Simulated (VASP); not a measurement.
# BaZn2B2: single point with PBE

Crystal: BaZn2B2.

```xyz
10
Lattice="4.1494 0.0000 0.0000 0.0000 4.1494 0.0000 0.0000 0.0000 10.0239" Properties=species:S:1:pos:R:3 pbc="T T T"
B     0.0000    2.0747    8.6807
B     2.0747    0.0000    1.3432
B     0.0000    0.0000    5.0120
B     2.0747    2.0747    5.0120
Zn    0.0000    2.0747    6.1547
Zn    2.0747    0.0000    3.8692
Zn    0.0000    0.0000    0.0000
Zn    2.0747    2.0747    0.0000
Ba    0.0000    2.0747    2.4859
Ba    2.0747    0.0000    7.5380
```

* Program: VASP 6.6.1
* Task: single point
* Functional: PBE
* Potentials or basis: VASP PAW PBE potentials, release 64 (B, Zn, Ba_sv)
* Cutoff: 520 eV
* k mesh: 6 × 6 × 3
* Occupations: methfessel-paxton, width 0.2569 eV
* Spin: no spin polarisation

```
Pressure               : -2.6 GPa
Largest force          : 0.775 eV/Å
Band gap on the k mesh : zero (bands 40 and 41 overlap by 1.35 eV)
```

Forces in eV/Å, atoms in the order of the input:
```
B    0.000  0.000  0.775
B    0.000  0.000 -0.775
B    0.000  0.000  0.000
B    0.000  0.000  0.000
Zn   0.000  0.000 -0.561
Zn   0.000  0.000  0.561
Zn   0.000  0.000  0.000
Zn   0.000  0.000  0.000
Ba   0.000  0.000  0.671
Ba   0.000  0.000 -0.671
```

Stress tensor (GPa, compression positive):
```
-2.75  0.00  0.00
 0.00 -2.75  0.00
 0.00  0.00 -2.27
```

Levels at points of the mesh, in eV from the Fermi level:
```csv
k point,band 38,band 39,band 40,band 41,band 42,band 43
"(0.00, 0.00, 0.00)",-0.86,0.49,0.49,1.00,1.51,1.51
"(0.50, 0.00, 0.00)",-0.44,-0.41,-0.41,0.45,0.45,1.14
"(0.50, 0.50, 0.00)",-1.92,-1.27,-1.27,-0.17,-0.17,3.67
```

Wall time 91 s on 1 thread of Intel(R) Xeon(R) 6975P-C (Granite Rapids) (shared host), peak memory 0.36 GiB.

Caveat: so wide a smearing shifts energies and pressures; spin-orbit coupling is left out, which moves the levels of the heavy elements.
